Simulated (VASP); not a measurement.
Nb:

```
CELL_PARAMETERS angstrom
-1.66395 1.66395 1.66395
1.66395 -1.66395 1.66395
1.66395 1.66395 -1.66395
ATOMIC_POSITIONS crystal
Nb 0.00000 0.00000 0.00000
```

- Program: VASP 6.6.1
- Task: relaxation of cell and atoms
- Functional: PBE
- Dispersion: D4
- Potentials or basis: VASP PAW PBE potentials, release 64 (Nb_sv)
- Cutoff: 500 eV
- k mesh: 11 × 11 × 11
- Occupations: fermi-dirac, width 0.05 eV
- Spin: no spin polarisation

At the start: pressure -5.1 GPa; volume 18.43 Å³/atom.

Problem. How do energy, volume and symmetry change on relaxing?

Solution. Over 3 steps the energy falls by 9.1 meV/atom and the volume is 17.88 Å³/atom (-3.0 %); space group Im-3m (No. 229, to 0.1 Å) before and after.

The path:
```
step  energy change (eV)  largest force (eV/Å)  pressure (GPa)  volume (Å³)
   1              0.0000                0.0000           -5.14        18.43
   2              0.0227                0.0000           10.81        16.89
   3             -0.0091                0.0000           -0.09        17.88
```

Final structure:
```xyz
1
Lattice="-1.6474 1.6474 1.6474 1.6474 -1.6474 1.6474 1.6474 1.6474 -1.6474" Properties=species:S:1:pos:R:3 pbc="T T T"
Nb    0.0000    0.0000    0.0000
```
